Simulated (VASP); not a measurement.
Runs of VASP 6.6.1 on PtS2. Symmetry: R3m, No. 160, trigonal system. The conventional cell has a = 3.478 Å, b = 3.478 Å, c = 15.288 Å, α = 90.00°, β = 90.00°, γ = 120.00°. Pt (site symmetry 3m) has 6 S at 2.41 to 2.48 Å within 3.2 Å. S (site symmetry 3m) has 3 Pt at 2.48 Å and 4 S at 2.78 to 3.06 Å within 3.3 Å. S (site symmetry 3m) has 3 Pt at 2.41 Å and 4 S at 2.78 to 3.06 Å within 3.2 Å. 

```tsv
level	smearing	gap on the mesh (eV)	pressure (GPa)	largest force (eV/Å)
r2SCAN+rVV10	fermi-dirac 0.02 eV	none	0.1	0.02
r2SCAN	fermi-dirac 0.02 eV	none	1.2	(b)
r2SCAN	methfessel-paxton 0.5 eV	none	(a)	0.07
r2SCAN	gaussian 0.001 eV	none	1.2	0.04
```

Alike in all rows: task single point; potentials or basis VASP PAW PBE potentials, release 64 (Pt, S); no spin polarisation; cell as given; k mesh 6 × 6 × 6; cutoff (eV) 520.

Problem. Fill in the values left out.

Solution. (a) 1.3; (b) 0.05.

Caveats: the PAW data sets were made with another functional, which shifts forces and pressure a little; spin-orbit coupling is left out, which moves the levels of the heavy elements.

A k mesh can miss the band edges, and the runs leave out spin-orbit coupling on Pt.

A gap of «none» marks levels without a gap at the run's occupations.
